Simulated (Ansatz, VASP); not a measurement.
**One calculation of Hf4N, two programs**

Contents of INCAR:

```
SYSTEM = Hf4N
PREC = Accurate ; ENCUT = 520
EDIFF = 1E-7 ; ISMEAR = 0
SIGMA = 0.2 ; LREAL = .FALSE.
LASPH = .TRUE. ; NELM = 80
ALGO = Normal ; ISIF = 2
LWAVE = .FALSE. ; LCHARG = .FALSE.
GGA = PE ; NBANDS = 56
```

Contents of KPOINTS:

```
Automatic mesh
0
G
  4 4 4
  0 0 0
```

The input POSCAR:

```
Hf4N
1.0
    0.0000000000      0.0000000000      5.1590212843
   -6.4161795129      0.0000000000      0.0000000000
    3.2080897565     -5.6402138568      0.0000000000
Hf N
8 2
Direct
    0.2609331211      0.3338505969      0.6677011937
    0.7390668789      0.6661494031      0.3322988063
    0.2390668789      0.8338505969      0.6677011937
    0.7609331211      0.1661494031      0.3322988063
    0.7500000000      0.6735322631      0.8470645263
    0.7500000000      0.1735322631      0.8470645263
    0.2500000000      0.8264677369      0.1529354737
    0.2500000000      0.3264677369      0.1529354737
    0.5000000000      0.5000000000      0.0000000000
    0.0000000000      1.0000000000      1.0000000000
```

Input for Ansatz:

```yaml
crystal:
  lattice:
    - [0.0, 0.0, 5.1590212837]
    - [-6.4161795121, 0.0, 0.0]
    - [3.2080897561, -5.6402138569, 0.0]
  atoms:
    - { symbol: Hf, position: [0.2609331209, 0.3338505968, 0.6677011936] }
    - { symbol: Hf, position: [0.7390668791, 0.6661494032, 0.3322988064] }
    - { symbol: Hf, position: [0.2390668791, 0.8338505968, 0.6677011936] }
    - { symbol: Hf, position: [0.7609331209, 0.1661494032, 0.3322988064] }
    - { symbol: Hf, position: [0.75, 0.6735322635, 0.847064527] }
    - { symbol: Hf, position: [0.75, 0.1735322635, 0.847064527] }
    - { symbol: Hf, position: [0.25, 0.8264677365, 0.152935473] }
    - { symbol: Hf, position: [0.25, 0.3264677365, 0.152935473] }
    - { symbol: "N", position: [0.5, 0.5, 0.0] }
    - { symbol: "N", position: [0.0, 1.0, 1.0] }
basis:
  ecutwfc: 420
kpoints:
  mp_grid: { grid: [4, 4, 4] }
hamiltonian:
  xc: pbe
scf:
  occupations: { method: gaussian, width: 0.2 }
  lower_state_search: "off"
output:
  forces: true
  stress: true
  eigenvalues: true
```

Alike in both runs: task single point; functional PBE; k mesh 4 × 4 × 4; occupations gaussian, width 0.2 eV; no spin polarisation.

|  | VASP | Ansatz |
| --- | --- | --- |
| version | VASP 6.6.1 | Ansatz 0.2.0 |
| potentials or method | VASP PAW PBE potentials, release 64 (Hf_pv, N), cutoff 520 eV | scalar-relativistic, plane waves, PAW |
| valence electrons in the cell | 90 | 218 |

VASP gave:

- gap on the k mesh at the Fermi level (eV): none
- pressure (GPa): -0.9
- traceless stress, the component that is largest in VASP (GPa): -0.10
- rms of the force components (eV/Å): 0.033

Task: Which values does Ansatz return?

Result: gap on the k mesh at the Fermi level (eV): none; pressure (GPa): -0.1; traceless stress, the component that is largest in VASP (GPa): -0.11; rms of the force components (eV/Å): 0.005.

Atom by atom the forces differ by 0.035 eV/Å (rms over components). A gap of «none» marks a metal or a gap that the smearing closes. VASP's potentials hold 90 valence electrons a cell and Ansatz's 218, so a difference there can come from the potentials and not from the codes.

Neither program's run includes spin-orbit coupling.
